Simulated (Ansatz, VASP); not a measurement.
# Two plane-wave programs on CuO

```
Cu O
1.0
     2.04253   -2.05036    0.00000
     2.04253    2.05036    0.00000
     0.00000    0.00000    5.09226
Cu O
2 2
Cartesian
  1.0213 1.0252 0.0000
  1.0213 -1.0252 2.5461
  2.0425 0.0000 1.2731
  2.0425 0.0000 3.8192
```

Alike in both runs: functional PBEsol; k mesh 14 × 14 × 8; occupations gaussian, width 0.1 eV; no spin polarisation.

Ansatz relaxed the structure, and its values are those at the end. VASP's run is a single point on that final structure, the one shown.

```csv
,VASP,Ansatz
version,VASP 6.6.1,Ansatz 0.2.0
potentials or method,"VASP PAW PBE potentials, release 64 (Cu, O), cutoff 520 eV","scalar-relativistic, plane waves, PAW"
valence electrons in the cell,34,50
```

|  | VASP | Ansatz | Ansatz less VASP |
| --- | --- | --- | --- |
| gap on the k mesh at the Fermi level (eV) | none | none | - |
| pressure (GPa) | 0.8 | 0.0 | -0.77 |

VASP's potentials were made for PBE, not for PBEsol. A gap of «none» marks a metal or a gap that the smearing closes. VASP's potentials hold 34 valence electrons a cell and Ansatz's 50, so a difference there can come from the potentials and not from the codes.
